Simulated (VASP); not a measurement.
A run of VASP 6.6.1 is set up as follows.

File INCAR:

```
SYSTEM = As
PREC = Accurate
ENCUT = 520
EDIFF = 1E-6
ISMEAR = 0
SIGMA = 0.05
LREAL = .FALSE.
LASPH = .TRUE.
NELM = 80
ALGO = Normal
ISIF = 2
LWAVE = .FALSE.
LCHARG = .FALSE.
LDIPOL = .TRUE.
IDIPOL = 3
DIPOL = 0.5 0.5 0.374
GGA = PE
IVDW = 12
IBRION = 2
NSW = 40
EDIFFG = -0.003
```

The input KPOINTS:

```
Automatic mesh
0
G
  9 9 1
  0 0 0
```

File POSCAR:

```
As
1.0
    3.5713375816      0.0000000000      0.0000000000
   -1.7856687908      3.0928690711      0.0000000000
    0.0000000000      0.0000000000     20.2952790253
As
4
Selective dynamics
Direct
    0.3333333333      0.6666666667      0.2905603197  F F T
    0.6666666667      0.3333333333      0.2217264416  F F F
    0.3333333333      1.6666666667      0.5256983791  F F T
    0.6666666667      1.3333333333      0.4568716245  F F T
```

Potentials or basis: VASP PAW PBE potentials, release 64 (As).

Run with:

```bash
$ cat potpaw_PBE.64/As/POTCAR > POTCAR
$ mpirun -np 1 vasp_std > vasp.out
```

(1) What does it give for the band gap on the k mesh?

(2) What does it give for the energy gained by relaxing?

## Answers

(1) 0.73 eV, indirect (least direct gap 1.59 eV).

(2) 5.7 meV/atom.
